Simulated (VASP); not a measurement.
**AlRu: single point with PBEsol**

AlRu:

```
Al Ru
1.0
     3.24991    0.00000    0.00000
     0.00000    3.24991    0.00000
     0.00000    0.00000    2.53493
Al Ru
1 1
Direct
  0.00000 0.00000 0.00000
  0.50000 0.50000 0.50000
```

This cell differs from its parent crystal: ratio of the length along z to the lengths across it x 0.78, volume and fractional coordinates fixed.

```
Program             : VASP 6.6.1
Task                : single point
Functional          : PBEsol
Potentials or basis : VASP PAW PBE potentials, release 64 (Al, Ru_pv)
Cutoff              : 520 eV
k mesh              : 18 × 18 × 18
Occupations         : gaussian, width 0.15 eV
Spin                : no spin polarisation
```

```yaml
Pressure: 6.3 GPa
```

Stress tensor (GPa, compression positive):
```
-12.93   0.00   0.00
  0.00 -12.93   0.00
  0.00   0.00  44.74
```

Levels at points of the mesh, in eV from the Fermi level:
| k point | band 7 | band 8 | band 9 | band 10 | band 11 | band 12 |
| --- | --- | --- | --- | --- | --- | --- |
| (0.00, 0.00, 0.00) | -1.46 | 0.60 | 0.60 | 3.03 | 3.03 | 8.03 |
| (0.50, 0.00, 0.00) | -3.15 | -0.05 | 0.31 | 0.70 | 6.02 | 8.22 |
| (0.50, 0.50, 0.00) | -2.88 | -0.06 | 0.07 | 0.07 | 2.27 | 4.03 |
| (0.00, 0.00, 0.50) | -3.35 | -2.57 | -0.63 | 4.29 | 7.10 | 8.53 |
| (0.50, 0.00, 0.50) | -2.23 | -1.88 | -0.34 | 0.92 | 5.71 | 7.01 |
| (0.50, 0.50, 0.50) | 0.38 | 1.76 | 2.32 | 3.25 | 3.25 | 4.94 |

Run time: 56 s on 1 thread of Intel(R) Xeon(R) 6975P-C (Granite Rapids), on a shared host, peak memory 0.32 GiB.

Caveat: the PAW data sets were made with another functional, which shifts forces and pressure a little.
